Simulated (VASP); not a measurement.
Write the native input for VASP 6.6.1 that does the following.

```
Task                   : relaxation of cell and atoms
Functional             : LDA
Potentials or basis    : VASP PAW LDA potentials, release 64 (C)
Cutoff                 : 600 eV
k mesh                 : 10 × 10 × 10
Occupations            : gaussian, width 0.01 eV
Spin                   : no spin polarisation
Dipole correction      : no
Further INCAR settings : ALGO = Normal; EDIFF = 1e-06; IBRION = 2; EDIFFG = -0.002; NSW = 80; ISIF = 3
```

The structure of C lies in POSCAR:

```
C
1.0
    0.0000000000      1.7850000000      1.7850000000
    1.7850000000      0.0000000000      1.7850000000
    1.7850000000      1.7850000000      0.0000000000
C
2
Direct
    0.0000000000      0.0000000000      0.0000000000
    0.2500000000      0.2500000000      0.2500000000
```

One way to write it, as run:

INCAR

```
  PREC = Accurate
  ENCUT = 600
  EDIFF = 1E-6
  ISMEAR = 0
  SIGMA = 0.01
  LREAL = F
  LASPH = T
  NELM = 100
  ALGO = Normal
  ISIF = 3
  LWAVE = F
  LCHARG = F
  IBRION = 2
  NSW = 80
  EDIFFG = -0.002
```

KPOINTS

```
Automatic mesh
0
Gamma
  10 10 10
```

Potentials or basis: VASP PAW LDA potentials, release 64 (C).

Command:

```bash
$ cat potpaw_LDA.64/C/POTCAR > POTCAR
$ mpirun -np 1 vasp_std > vasp.out
```

It gave:

```json
{
  "Relaxed volume": "5.52 Å³/atom",
  "Relaxed cell": "a = 2.499 Å, b = 2.499 Å, c = 2.499 Å, α = 60.00°, β = 60.00°, γ = 60.00°",
  "Space group after relaxing (to 0.05 Å)": "Fd-3m (No. 227)",
  "Energy gained by relaxing": "7.4 meV/atom",
  "Ionic steps": "6",
  "Pressure after relaxing": "0.0 GPa",
  "Band gap on the k mesh": "4.20 eV, indirect (least direct gap 5.62 eV)"
}
```

Wall time 7.3 s on 1 thread of Intel Xeon 6975P-C, with other jobs on the host, peak memory 0.11 GiB.
